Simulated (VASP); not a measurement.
# Li3SI: relaxation of cell and atoms with PBEsol

The system is Li3SI.

```
I S Li
1.0
     4.53770    0.00000    0.00000
     0.00000    4.53770    0.00000
     0.00000    0.00000    4.53770
I S Li
1 1 3
Direct
  0.00000 0.00000 0.00000
  0.50000 0.50000 0.50000
  0.50000 0.50000 0.00000
  0.50000 0.00000 0.50000
  0.00000 0.50000 0.50000
```

```
Program                : VASP 6.6.1
Task                   : relaxation of cell and atoms
Functional             : PBEsol
Potentials or basis    : VASP PAW PBE potentials, release 64 (I, S, Li_sv)
Cutoff                 : 600 eV
k mesh                 : 6 × 6 × 6
Occupations            : fermi-dirac, width 0.03 eV
Spin                   : no spin polarisation
Dipole correction      : no
Further INCAR settings : ALGO = Normal; EDIFF = 1e-07; IBRION = 2; EDIFFG = -0.01; NSW = 100; ISIF = 3
```

The relaxed volume is 20.50 Å³/atom. The relaxed cell is a = 4.680 Å, b = 4.680 Å, c = 4.680 Å, α = 90.00°, β = 90.00°, γ = 90.00°. The space group after relaxing (to 0.05 Å) is Pm-3m (No. 221). The energy gained by relaxing is 17.0 meV/atom. The ionic steps are 4, the pressure after relaxing is 0.0 GPa and the band gap on the k mesh is 3.35 eV, direct.

The path:
```csv
step,energy change (eV),largest force (eV/Å),pressure (GPa),volume (Å³)
1,0.0000,0.0000,3.26,93.43
2,-0.0713,0.0000,1.20,98.66
3,-0.0850,0.0000,-0.13,102.94
4,-0.0852,0.0000,0.00,102.51
```

Final structure:
```xyz
5
Lattice="4.6801 0.0000 0.0000 0.0000 4.6801 0.0000 0.0000 0.0000 4.6801" Properties=species:S:1:pos:R:3 pbc="T T T"
I     0.0000    0.0000    0.0000
S     2.3401    2.3401    2.3401
Li    2.3401    2.3401    0.0000
Li    2.3401    0.0000    2.3401
Li    0.0000    2.3401    2.3401
```

Levels at points of the mesh, in eV from the valence-band top:
```tsv
k point	band 9	band 10	band 11	band 12	band 13	band 14
(0.00, 0.00, 0.00)	-0.24	-0.24	-0.24	3.72	4.61	4.61
(0.50, 0.00, 0.00)	-1.38	-1.20	-1.20	4.78	5.71	7.02
(0.50, 0.50, 0.00)	-0.96	0.00	0.00	3.35	4.92	5.20
(0.50, 0.50, 0.50)	-1.30	-1.30	-1.30	6.73	6.73	6.73
```

Wall time 74 s on 1 thread of Intel(R) Xeon(R) Platinum 8259CL CPU @ 2.50GHz (Skylake/Cascade Lake), on a shared host, peak memory 0.24 GiB.

Caveat: the cutoff is under 1.25 times the usual one of these potentials, so pressure, stress and relaxed cells hold a basis-set (Pulay) error; the PAW data sets were made with another functional, which shifts forces and pressure a little; spin-orbit coupling is left out, which moves the levels of the heavy elements. A k mesh can miss the band edges.
